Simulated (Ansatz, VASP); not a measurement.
## Two plane-wave programs on BaF2

Contents of POSCAR:

```
BaF2
1.0
    0.0000000000      3.1280299381      3.1280299381
    3.1280299381      0.0000000000      3.1280299381
    3.1280299381      3.1280299381      0.0000000000
Ba F
1 2
Direct
    0.0000000000      0.0000000000      0.0000000000
    0.2500000000      0.2500000000      0.2500000000
    0.7500000000      0.7500000000      0.7500000000
```

The input INCAR.step1:

```
SYSTEM = BaF2
ALGO = Normal
EDIFF = 1E-5
ENCUT = 660
GGA = PE
GGA_COMPAT = .False.
ISMEAR = 0
LASPH = .True.
LCHARG = .False.
LREAL = .False.
LWAVE = .True.
NBANDS = 19
NELM = 120
PREC = Accurate
SIGMA = 0.02
```

File INCAR.step2:

```
SYSTEM = BaF2
ALGO = Normal
EDIFF = 1E-6
ENCUT = 660
GGA_COMPAT = .False.
ISIF = 2
ISMEAR = 0
ISTART = 1
LASPH = .True.
LCHARG = .False.
LMIXTAU = .True.
LREAL = .False.
LWAVE = .False.
METAGGA = R2SCAN
NBANDS = 19
NELM = 120
PREC = Accurate
SIGMA = 0.02
```

File KPOINTS:

```
k-points
0
Gamma
  6 6 6
  0 0 0
```

Input for Ansatz:

```yaml
crystal:
  lattice:
    - [0.0, 3.1280299387, 3.1280299387]
    - [3.1280299387, 0.0, 3.1280299387]
    - [3.1280299387, 3.1280299387, 0.0]
  atoms:
    - { symbol: Ba, position: [0.0, 0.0, 0.0] }
    - { symbol: F, position: [0.25, 0.25, 0.25] }
    - { symbol: F, position: [0.75, 0.75, 0.75] }
basis:
  ecutwfc: 500
kpoints:
  mp_grid: { grid: [6, 6, 6] }
hamiltonian:
  xc: r2scan
scf:
  occupations: { method: gaussian, width: 0.02 }
output:
  forces: true
  stress: true
  eigenvalues: true
```

Alike in both runs: task single point; functional r2SCAN; k mesh 6 × 6 × 6; occupations gaussian, width 0.02 eV; no spin polarisation.

```csv
,VASP,Ansatz
version,VASP 6.6.1,Ansatz 0.2.0
potentials or method,"VASP PAW PBE potentials, release 64 (Ba_sv, F), cutoff 660 eV","scalar-relativistic, plane waves, PAW"
valence electrons in the cell,24,24
```

VASP gave:

| Quantity | Value |
| --- | --- |
| gap on the k mesh at the Fermi level (eV) | 7.23 |
| least direct gap on the mesh (eV) | 7.29 |
| pressure (GPa) | -0.9 |

Task: Estimate Ansatz's values.

Result: gap on the k mesh at the Fermi level (eV): 7.30; least direct gap on the mesh (eV): 7.37; pressure (GPa): -1.7.

VASP's potentials were made for PBE, not for r2SCAN. With one functional, cell and mesh, what is left measures potentials, basis and numerics.

Neither program's run includes spin-orbit coupling.
